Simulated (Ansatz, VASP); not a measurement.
TiSi2 in VASP and in Ansatz

Contents of INCAR:

```
SYSTEM = TiSi2
  PREC = Accurate
  ENCUT = 520
  EDIFF = 1E-7
  ISMEAR = 0
  SIGMA = 0.15
  LREAL = .False.
  LASPH = .True.
  NELM = 80
  ALGO = Normal
  ISIF = 2
  LWAVE = .False.
  LCHARG = .False.
  GGA = PS
  NBANDS = 29
```

File KPOINTS:

```
regular mesh
0
Gamma
  14 14 12
  0 0 0
```

File POSCAR:

```
TiSi2
1.0
    1.7427565904     -6.7941454445      0.0000000000
    1.7427565904      6.7941454445      0.0000000000
    0.0000000000      0.0000000000      3.5238595718
Ti Si
2 4
Direct
    0.8975108623      0.1024891377      0.7500000000
    0.1024891377      0.8975108623      0.2500000000
    0.5599809709      0.4400190291      0.7500000000
    0.4400190291      0.5599809709      0.2500000000
    0.2497198722      0.7502801278      0.7500000000
    0.7502801278      0.2497198722      0.2500000000
```

Input for Ansatz:

```yaml
crystal:
  lattice:
    - [1.7427565904, -6.7941454445, 0.0]
    - [1.7427565904, 6.7941454445, 0.0]
    - [0.0, 0.0, 3.5238595718]
  atoms:
    - { symbol: Ti, position: [0.8975108623, 0.1024891377, 0.75] }
    - { symbol: Ti, position: [0.1024891377, 0.8975108623, 0.25] }
    - { symbol: Si, position: [0.5599809709, 0.4400190291, 0.75] }
    - { symbol: Si, position: [0.4400190291, 0.5599809709, 0.25] }
    - { symbol: Si, position: [0.2497198722, 0.7502801278, 0.75] }
    - { symbol: Si, position: [0.7502801278, 0.2497198722, 0.25] }
basis:
  ecutwfc: 520.0
kpoints:
  mp_grid: { grid: [14, 14, 12] }
hamiltonian:
  xc: pbesol
  pseudopotentials: { kind: paw, azcp: { folder: soft_1 } }
scf:
  occupations: { method: gaussian, width: 0.15 }
output:
  forces: true
  stress: true
  eigenvalues: true
  write_density: true
  write_potential: true
  elf: true
  volumetric_format: npy
```

Change from the starting cell: volume 13.908 Å^3 an atom, stretch along b over the lengths across it, relative to the relaxed cell 1.0271.

Alike in both runs: task single point; functional PBEsol; k mesh 14 × 14 × 12; occupations gaussian, width 0.15 eV; no spin polarisation.

|  | VASP | Ansatz |
| --- | --- | --- |
| version | VASP 6.6.1 | Ansatz 0.2.0 |
| potentials or method | VASP PAW PBE potentials, release 64 (Ti_sv, Si), cutoff 520 eV | scalar-relativistic, plane waves, PAW |
| valence electrons in the cell | 40 | 40 |

```tsv
	VASP	Ansatz	Ansatz less VASP
gap on the k mesh at the Fermi level (eV)	none	none	-
pressure (GPa)	0.8	0.7	-0.17
traceless stress, the component that is largest in VASP (GPa)	-4.09	-4.05	+0.047
rms of the force components (eV/Å)	0.085	0.085	+0.0003
```

VASP's potentials were made for PBE, not for PBEsol, and Ansatz warns of the same on its side. Atom by atom the forces differ by 0.000 eV/Å (rms over components). A gap of «none» marks a metal or a gap that the smearing closes.
